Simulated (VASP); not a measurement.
Input of a VASP 6.6.1 run:

The input INCAR:

```
PREC = Accurate
ENCUT = 600
EDIFF = 1E-7
ISMEAR = 0
SIGMA = 0.02
LREAL = False
LASPH = True
NELM = 120
ALGO = Normal
ISIF = 3
LWAVE = False
LCHARG = False
GGA = PS
IBRION = 2
NSW = 100
EDIFFG = -0.002
GGA_COMPAT = False
NELMIN = 4
```

Contents of KPOINTS:

```
Automatic mesh
0
Gamma
  8 8 8
```

File POSCAR:

```
BeTe
1.0
    0.0000000000      2.7700000000      2.7700000000
    2.7700000000      0.0000000000      2.7700000000
    2.7700000000      2.7700000000      0.0000000000
Be Te
1 1
Direct
    0.0000000000      0.0000000000      0.0000000000
    0.2500000000      0.2500000000      0.2500000000
```

Potentials or basis: VASP PAW PBE potentials, release 64 (Be, Te).

Run with:

```bash
$ cat potpaw_PBE.64/Be/POTCAR potpaw_PBE.64/Te/POTCAR > POTCAR
$ mpirun -np 1 vasp_std > vasp.out
```

Question: Estimate the space group after relaxing (to 0.1 Å).

Answer: F-43m (No. 216).

Question: Predict the relaxed volume.

Answer: 22.10 Å³/atom.

Question: What does it give for the relaxed cell?

Answer: a = 3.968 Å, b = 3.968 Å, c = 3.968 Å, α = 60.00°, β = 60.00°, γ = 60.00°.

Final structure:
```xyz
2
Lattice="0.0000 2.8061 2.8061 2.8061 0.0000 2.8061 2.8061 2.8061 0.0000" Properties=species:S:1:pos:R:3 pbc="T T T"
Be    0.0000    0.0000    0.0000
Te    1.4031    1.4031    1.4031
```

Caveat: the PAW data sets were made with another functional, which shifts forces and pressure a little. Zero-point motion and thermal expansion aren't in these numbers.
